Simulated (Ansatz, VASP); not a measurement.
## Ag: VASP beside Ansatz

```xyz
1
Lattice="-1.6658 1.6658 1.6658 1.6658 -1.6658 1.6658 1.6658 1.6658 -1.6658" Properties=species:S:1:pos:R:3 pbc="T T T"
Ag    0.0000    0.0000    0.0000
```

Alike in both runs: task single point; functional PBE; k mesh 18 × 18 × 18; occupations gaussian, width 0.1 eV; no spin polarisation.

```csv
,VASP,Ansatz
version,VASP 6.6.1,Ansatz 0.2.0
potentials or method,"VASP PAW PBE potentials, release 64 (Ag), cutoff 520 eV","scalar-relativistic, plane waves, PAW"
valence electrons in the cell,11,19
```

```csv
,VASP,Ansatz,Ansatz less VASP
gap on the k mesh at the Fermi level (eV),none,none,-
pressure (GPa),-2.2,-2.1,+0.08
```

A gap of «none» marks a metal or a gap that the smearing closes. VASP's potentials hold 11 valence electrons a cell and Ansatz's 19, so a difference there can come from the potentials and not from the codes.
